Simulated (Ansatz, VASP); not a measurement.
One calculation of HfC, two programs

```xyz
2
Lattice="0.0000 2.3250 2.3250 2.3250 0.0000 2.3250 2.3250 2.3250 0.0000" Properties=species:S:1:pos:R:3 pbc="T T T"
Hf    2.3250    2.3250    2.3250
C     0.0000    0.0000    0.0000
```

Alike in both runs: task electric field gradients; functional PBEsol; k mesh 15 × 15 × 15; occupations fermi-dirac, width 0.05 eV; no spin polarisation.

|  | VASP | Ansatz |
| --- | --- | --- |
| version | VASP 6.6.1 | Ansatz 0.2.0 |
| potentials or method | VASP PAW PBE potentials, release 64 (Hf_pv, C) | PAW with Ansatz's default frozen-core files, scalar-relativistic |
| plane-wave cutoff (eV) | 520 | 420 |
| valence electrons in the cell | 14 | 30 |

|  | VASP | Ansatz | Ansatz less VASP |
| --- | --- | --- | --- |
| pressure (GPa) | -7.0 | -6.6 | +0.44 |

VASP's potentials were made for PBE, not for PBEsol. With one functional, cell and mesh, what is left measures potentials, basis and numerics. VASP's potentials hold 14 valence electrons a cell and Ansatz's 30, so a difference there can come from the potentials and not from the codes.

Neither program's run includes spin-orbit coupling.
